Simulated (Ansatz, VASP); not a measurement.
One calculation of Ga2O3, two programs

```
Ga O
1.0
     6.22194   -1.54208    0.00929
     6.22194    1.54208    0.00929
    -1.40351    0.00000    5.71095
Ga O
4 6
Direct
  0.09002 0.09002 0.79474
  0.90998 0.90998 0.20526
  0.65845 0.65845 0.31402
  0.34155 0.34155 0.68598
  0.16347 0.16347 0.10921
  0.83653 0.83653 0.89079
  0.17372 0.17372 0.56446
  0.82628 0.82628 0.43554
  0.49598 0.49598 0.25656
  0.50402 0.50402 0.74344
```

Alike in both runs: functional PBE; k mesh 6 × 6 × 4; occupations gaussian, width 0.1 eV; no spin polarisation.

Ansatz relaxed the structure, and its values are those at the end. VASP's run is a single point on that final structure, the one shown.

```csv
,VASP,Ansatz
version,VASP 6.6.1,Ansatz 0.2.0
potentials or method,"VASP PAW PBE potentials, release 64 (Ga_d, O), cutoff 520 eV","scalar-relativistic, plane waves, PAW"
valence electrons in the cell,88,88
```

```csv
,VASP,Ansatz,Ansatz less VASP
gap on the k mesh at the Fermi level (eV),2.01,2.02,+0.016
least direct gap on the mesh (eV),2.02,2.04,+0.014
pressure (GPa),0.7,0.0,-0.63
rms of the force components (eV/Å),0.009,0.006,-0.0036
```
